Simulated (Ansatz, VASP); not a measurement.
## NaI in VASP and in Ansatz

```
CELL_PARAMETERS angstrom
0.00000 3.23640 3.20404
3.23640 0.00000 3.20404
3.23640 3.23640 0.00000
ATOMIC_POSITIONS crystal
Na 0.00000 0.00000 0.00000
I 0.50000 0.50000 0.50000
```

Change from the starting cell: zz strain of -1 %, PAW files.

Alike in both runs: task electric field gradients; functional LDA; k mesh 8 × 8 × 8; occupations fermi-dirac, width 0.02 eV; no spin polarisation.

|  | VASP | Ansatz |
| --- | --- | --- |
| version | VASP 6.6.1 | Ansatz 0.2.0 |
| potentials or method | VASP PAW LDA potentials, release 64 (Na_pv, I) | PAW with Ansatz's default frozen-core files, scalar-relativistic |
| plane-wave cutoff (eV) | 520 | 420 |
| valence electrons in the cell | 14 | 26 |

VASP gave:

- gap on the k mesh at the Fermi level (eV): 3.37
- pressure (GPa): -1.5
- traceless stress, the component that is largest in VASP (GPa): 0.14
- size of Vzz on the site where it differs most (V/Å²): 0.8

What did Ansatz give for the same quantities?

gap on the k mesh at the Fermi level (eV): 3.35; pressure (GPa): -1.5; traceless stress, the component that is largest in VASP (GPa): 0.14; size of Vzz on the site where it differs most (V/Å²): 1.0.

LDA's correlation is that of Perdew and Zunger in VASP and of Perdew and Wang (1992) in Ansatz. VASP's potentials hold 14 valence electrons a cell and Ansatz's 26, so a difference there can come from the potentials and not from the codes.

Neither program's run includes spin-orbit coupling.
